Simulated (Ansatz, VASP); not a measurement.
Mg3Te: VASP beside Ansatz

```
CELL_PARAMETERS angstrom
-2.13936 2.13936 5.28249
2.13936 -2.13936 5.28249
2.13936 2.13936 -5.28249
ATOMIC_POSITIONS crystal
Mg 0.50000 0.50000 0.00000
Mg 0.75000 0.25000 0.50000
Mg 0.25000 0.75000 0.50000
Te 0.00000 0.00000 0.00000
```

Alike in both runs: task relaxation of the atoms; functional RPBE; k mesh 2 × 2 × 2; occupations methfessel-paxton of order 1, width 0.041 eV; collinear spin.

|  | VASP | Ansatz |
| --- | --- | --- |
| version | VASP 6.6.1 | Ansatz 0.2.0 |
| potentials or method | VASP PAW PBE potentials, release 64 (Mg, Te), cutoff 520 eV | scalar-relativistic, plane waves, PAW |
| valence electrons in the cell | 12 | 46 |

|  | VASP | Ansatz | Ansatz less VASP |
| --- | --- | --- | --- |
| gap on the k mesh at the Fermi level, each at its own relaxed structure (eV) | none | none | - |
| net moment per atom (μB) | 0.00 | 0.00 | 0.000 |

VASP's potentials were made for PBE, not for RPBE. A gap of «none» marks a metal or a gap that the smearing closes. VASP's potentials hold 12 valence electrons a cell and Ansatz's 46, so a difference there can come from the potentials and not from the codes. Ansatz's warnings: no starting moments.

The k mesh is coarse, so the values compare programs but aren't converged. Spin-orbit coupling is off throughout. Noted on VASP's run: the relaxation stopped at its first step, so nothing moved.
